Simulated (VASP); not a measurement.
# Ta: density of states with PBEsol

Crystal: Ta.

```
Ta
1.0
     2.86811    0.00000    0.00000
    -1.43406    2.48386    0.00000
     0.00000    0.00000    5.09068
Ta
2
Direct
  0.33333 0.66667 0.25000
  0.66667 0.33333 0.75000
```

```yaml
Program: VASP 6.6.1
Task: density of states
Functional: PBEsol
Potentials_or_basis: VASP PAW PBE potentials, release 64 (Ta_pv)
Cutoff: 520 eV
k_mesh: 17 × 17 × 9
Occupations: fermi-dirac, width 0.1 eV
Spin: no spin polarisation
Dipole_correction: no
k_mesh_for_the_DOS: 26 × 26 × 14
Occupations_for_the_DOS: tetrahedron
Further_INCAR_settings: ALGO = Normal; EDIFF = 1e-06; NBANDS = 18
```

```json
{
 "Valence electrons inside the program's atomic spheres": "Ta 8.93"
}
```

Levels at points of the mesh, in eV from the Fermi level:
| k point | band 9 | band 10 | band 11 | band 12 | band 13 | band 14 |
| --- | --- | --- | --- | --- | --- | --- |
| (0.00, 0.00, 0.00) | -0.57 | 0.04 | 0.59 | 0.59 | 1.19 | 1.19 |
| (0.50, 0.00, 0.00) | -3.48 | -0.39 | -0.36 | 0.56 | 0.83 | 5.80 |
| (0.00, 0.00, 0.50) | -1.19 | -1.19 | 0.64 | 0.64 | 0.64 | 0.64 |
| (0.50, 0.00, 0.50) | -2.39 | -2.39 | 1.63 | 1.63 | 2.67 | 2.67 |

Wall time 2.5 min on 1 thread of AMD EPYC 9R45 96-Core Processor (Zen 5) (shared host), peak memory 0.38 GiB.

Caveat: spin-orbit coupling is left out, which moves the levels of the heavy elements.
